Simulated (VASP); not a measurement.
# TiAl (Pm-3m) in VASP: further runs, part 2 of 3

VASP 6.6.1.

### 3 Single point, PBE0

This run uses another cell than the first one, of 16.06 Å³/atom.

Contents of POSCAR:

```
TiAl
1.0
    3.1790640000      0.0000000000      0.0000000000
    0.0000000000      3.1790640000      0.0000000000
    0.0000000000      0.0000000000      3.1790640000
Ti Al
1 1
Direct
    0.0000000000      0.0000000000      0.0000000000
    0.5000000000      0.5000000000      0.5000000000
```

Contents of INCAR.step1:

```
PREC = Accurate
ENCUT = 520
EDIFF = 1E-5
ISMEAR = -1
SIGMA = 0.05
LREAL = False
LASPH = True
NELM = 60
ALGO = Normal
ISIF = 2
LWAVE = True
LCHARG = False
GGA = PE
NBANDS = 14
```

Contents of INCAR.step2:

```
PREC = Accurate
ENCUT = 520
EDIFF = 1E-6
ISMEAR = -1
SIGMA = 0.05
LREAL = False
LASPH = True
NELM = 60
ALGO = Normal
ISIF = 2
LWAVE = False
LCHARG = False
GGA = PE
LHFCALC = True
AEXX = 0.25
PRECFOCK = Normal
ISTART = 1
NBANDS = 14
```

Contents of KPOINTS:

```
regular mesh
0
Gamma
  6 6 6
```

Potentials or basis: VASP PAW PBE potentials, release 64 (Ti_sv, Al).

The run is started by

```console
cat potpaw_PBE.64/Ti_sv/POTCAR potpaw_PBE.64/Al/POTCAR > POTCAR
cp INCAR.step1 INCAR
mpirun -np 1 vasp_std > vasp.out
cp INCAR.step2 INCAR
mpirun -np 1 vasp_std > vasp.out
```

OUTCAR:

```text
PREC = Accurate
   ENCUT = 520
   EDIFF = 1E-6
   ISMEAR = -1
   LREAL = False
   LASPH = True
   NELM = 60
   ISIF = 2
   GGA = PE
   LHFCALC = True
   AEXX = 0.25
   PRECFOCK = Normal
   ISTART = 1

 ion  position               nearest neighbor table
   1  0.000  0.000  0.000-   2 2.75   2 2.75   2 2.75   2 2.75   2 2.75   2 2.75   2 2.75   2 2.75

   2  0.500  0.500  0.500-   1 2.75   1 2.75   1 2.75   1 2.75   1 2.75   1 2.75   1 2.75   1 2.75

  LATTYP: Found a simple cubic cell.
 ALAT       =     3.1790640000

  Lattice vectors:

 A1 = (   3.1790640000,   0.0000000000,   0.0000000000)
 A2 = (   0.0000000000,   3.1790640000,   0.0000000000)
 A3 = (   0.0000000000,   0.0000000000,   3.1790640000)

Analysis of symmetry for initial positions (statically):
=====================================================================
 Subroutine PRICEL returns:
 Original cell was already a primitive cell.

 Routine SETGRP: Setting up the symmetry group for a
 simple cubic supercell.

 Subroutine GETGRP returns: Found 48 space group operations
 (whereof 48 operations were pure point group operations)
 out of a pool of 48 trial point group operations.

The static configuration has the point symmetry O_h .

Analysis of symmetry for dynamics (positions and initial velocities):
=====================================================================
 Subroutine PRICEL returns:
 Original cell was already a primitive cell.

 Routine SETGRP: Setting up the symmetry group for a
 simple cubic supercell.

 Subroutine GETGRP returns: Found 48 space group operations
 (whereof 48 operations were pure point group operations)
 out of a pool of 48 trial point group operations.

The dynamic configuration has the point symmetry O_h .

 Subroutine INISYM returns: Found 48 space group operations
 (whereof 48 operations are pure point group operations),
 and found     1 'primitive' translations

----------------------------------------------------------------------------------------

                                     Primitive cell

  volume of cell :      32.1290

  direct lattice vectors                    reciprocal lattice vectors
     3.179064000  0.000000000  0.000000000     0.314557996  0.000000000  0.000000000
     0.000000000  3.179064000  0.000000000     0.000000000  0.314557996  0.000000000
     0.000000000  0.000000000  3.179064000     0.000000000  0.000000000  0.314557996

  length of vectors
     3.179064000  3.179064000  3.179064000     0.314557996  0.314557996  0.314557996

  position of ions in fractional coordinates (direct lattice)
     0.000000000  0.000000000  0.000000000
     0.500000000  0.500000000  0.500000000

  ion indices of the primitive-cell ions
   primitive index   ion index
                 1           1
                 2           2

----------------------------------------------------------------------------------------

[... 48 lines left out ...]
   total plane-waves  NPLWV =  13824
   dimension x,y,z NGX =    24 NGY =   24 NGZ =   24
   dimension x,y,z NGXF=    48 NGYF=   48 NGZF=   48
   ions per type =               1   1
   NGX,Y,Z   is equivalent  to a cutoff of  12.55, 12.55, 12.55 a.u.
   NGXF,Y,Z  is equivalent  to a cutoff of  25.10, 25.10, 25.10 a.u.
 SYSTEM =  unknown system
   PREC   = accura    normal or accurate (medium, high low for compatibility)
   ISTART =      1    job   : 0-new  1-cont  2-samecut
   ICHARG =      0    charge: 1-file 2-atom 10-const
   ISPIN  =      1    spin polarized calculation?
   LNONCOLLINEAR =      F non collinear calculations
   LSORBIT =      F    spin-orbit coupling
   LASPH  =      T    aspherical Exc in radial PAW
   ENCUT  =  520.0 eV  38.22 Ry    6.18 a.u.   5.91  5.91  5.91*2*pi/ulx,y,z
   NELM   =     60;   NELMIN=  2; NELMDL=  0     # of ELM steps
   EDIFF  = 0.1E-05   stopping-criterion for ELM
   LREAL  =      F    real-space projection
   EDIFFG = 0.1E-04   stopping-criterion for IOM
   NSW    =      0    number of steps for IOM
   IBRION =     -1    ionic relax: 0-MD 1-quasi-New 2-CG
   NFREE  =      0    steps in history (QN), initial steepest desc. (CG)
   ISIF   =      2    stress and relaxation
   ISYM   =      3    0-nonsym 1-usesym 2-fastsym
   POTIM  = 0.5000    time-step for ionic-motion
   TEBEG  =    0.0;   TEEND  =   0.0 temperature during run
   PSTRESS=    0.0 pullay stress
   NELECT =      15.0000    total number of electrons
   NUPDOWN=      -1.0000    fix difference up-down
   EMIN   =  10.00;   EMAX   =-10.00  energy-range for DOS
   EFERMI =   0.00;   METHOD = LEGACY
   ISMEAR =    -1;   SIGMA  =   0.05  broadening in eV -4-tet -1-fermi 0-gaus
   EFERMI_NEDOS =   21; number of points for ismear=-14 and -15
   IALGO  =     38    algorithm
   IMIX   =      1    mixing-type and parameters
     AMIX     =   0.40;   BMIX     =  1.00
     AMIX_MAG =   1.60;   BMIX_MAG =  1.00
  volume/ion in A,a.u.               =      16.06       108.41
  Fermi-wavevector in a.u.,A,eV,Ry     =   1.270007  2.399964 21.945065  1.612917
  Thomas-Fermi vector in A             =   2.403017
   LORBIT       =      0    0 simple, 1 ext, 2 COOP (PROOUT), +10 PAW based schemes
   GGA     = PE    functional components
   LHFCALC =     T    Hartree Fock is set to
   PRECFOCK=normal    Normal, Fast or Accurate (Low or Medium for compatibility)
   ENCUT4O =  -1.0   cutoff for four orbital integrals eV
   NKREDX  =     1    reduce k-point grid by
   NKREDY  =     1    reduce k-point grid by
   NKREDZ  =     1    reduce k-point grid by
   AEXX    =    0.2500 exact exchange contribution
   HFSCREEN=    0.0000 screening length (either q_TF or 0.3 A-1)
   HFSCREENC=   0.0000 screening length for correlation (either q_TF or 0.3 A-1)
   ENCUTFOCK=  -1.0 apply spherical cutoff to Coloumb kernel
   IVDW    =     0    specifies the selected vdW correction
   LEPSILON=     F    determine dielectric tensor
   LRPA    =     F    only Hartree local field effects (RPA)
 non-spin polarized calculation
  energy-cutoff  :      520.00
  volume of cell :       32.13
 maximum number of plane-waves:       912
 NGX is ok and might be reduce to    24
  NGX = 18; NGY = 18; NGZ = 18

 number of electron      14.9999993 magnetization

 Free energy of the ion-electron system (eV)
  ---------------------------------------------------
  ext. energy  EPLUGINS =         0.00000000
  ---------------------------------------------------
  free energy    TOTEN  =       -15.55541812 eV

  energy without entropy =      -15.55064170  energy(sigma->0) =      -15.55302991

 E-fermi :   9.2076     XC(G=0):  -8.7245

 val. band max:        8.5416046535   @ k =   0.3333   0.3333   0.1667
 cond. band min:       9.3134689796   @ k =   0.3333   0.1667   0.1667
 fundamental gap:      0.7718643261
 Fermi energy:         9.2076149261

 k-point     1 :       0.0000    0.0000    0.0000
  band No.  band energies     occupation
      1     -53.3693      2.00000
      2     -27.9113      2.00000
      3     -27.9113      2.00000
      4     -27.9113      2.00000
      5      -2.3581      2.00000
      6       6.4187      2.00000
      7       6.4187      2.00000
      8      11.9718      0.00000
      9      11.9718      0.00000
     10      11.9718      0.00000
     11      14.0923      0.00000
     12      14.0923      0.00000
     13      14.0923      0.00000
     14      18.9123      0.00000
[... 309 lines left out ...]
      1     -53.3180      2.00000
      2     -28.0636      2.00000
      3     -28.0636      2.00000
      4     -28.0636      2.00000
      5       4.8906      2.00000
      6       4.8906      2.00000
      7       4.8906      2.00000
      8      10.0581      0.00000
      9      12.3465      0.00000
     10      12.3465      0.00000
     11      12.3465      0.00000
     12      12.5086      0.00000
     13      12.5086      0.00000
     14      16.8828      0.00000

------------------------ aborting loop because EDIFF is reached ----------------------------------------

  FORCE on cell =-STRESS in cart. coord.  units (eV):
  Direction    XX          YY          ZZ          XY          YZ          ZX
  --------------------------------------------------------------------------------------
  -------------------------------------------------------------------------------------
  Total       -0.5330132     -0.5330132     -0.5330132     -0.0000000     -0.0000000     -0.0000000
  in kB      -26.5797389    -26.5797389    -26.5797389     -0.0000000     -0.0000000     -0.0000000
  external PRESSURE =     -26.5797389 kB  Pullay stress =       0.0000000 kB

 VOLUME and BASIS-vectors are now :
 -----------------------------------------------------------------------------
  energy-cutoff  :      520.00
  volume of cell :       32.13
      direct lattice vectors                 reciprocal lattice vectors
     3.179064000  0.000000000  0.000000000     0.314557996  0.000000000  0.000000000
     0.000000000  3.179064000  0.000000000     0.000000000  0.314557996  0.000000000
     0.000000000  0.000000000  3.179064000     0.000000000  0.000000000  0.314557996

 POSITION                                       TOTAL-FORCE (eV/Angst)
 -----------------------------------------------------------------------------------
      0.00000      0.00000      0.00000         0.000000      0.000000      0.000000
      1.58953      1.58953      1.58953         0.000000      0.000000      0.000000
 -----------------------------------------------------------------------------------
    total drift:                               -0.000000     -0.000000     -0.000000

  FREE ENERGIE OF THE ION-ELECTRON SYSTEM (eV)
  ---------------------------------------------------
  free  energy   TOTEN  =       -15.5554181213 eV

  energy  without entropy=      -15.5506416989  energy(sigma->0) =      -15.55302991
```

OUTCAR.step1:

```text
PREC = Accurate
   ENCUT = 520
   EDIFF = 1E-5
   ISMEAR = -1
   LREAL = False
[... 556 lines left out ...]
      0.00000      0.00000      0.00000         0.000000      0.000000      0.000000
      1.58953      1.58953      1.58953         0.000000      0.000000      0.000000
 -----------------------------------------------------------------------------------
    total drift:                                0.000000      0.000000      0.000000

  FREE ENERGIE OF THE ION-ELECTRON SYSTEM (eV)
  ---------------------------------------------------
  free  energy   TOTEN  =       -12.1187461761 eV

  energy  without entropy=      -12.0992867773  energy(sigma->0) =      -12.10901648
```

Run time: 25 min. Hardware: 1 thread of Intel Xeon Platinum 8488C (Sapphire Rapids), shared host; peak memory 0.16 GiB.

What came out:

```
Free energy            : -15.5554 eV
Pressure               : -2.7 GPa
Band gap on the k mesh : zero (an odd number of electrons rules out a gap without spin polarisation)
```

Caveat: the PAW data sets were made with another functional, which shifts forces and pressure a little.

(Continued in part 3 of 3.)
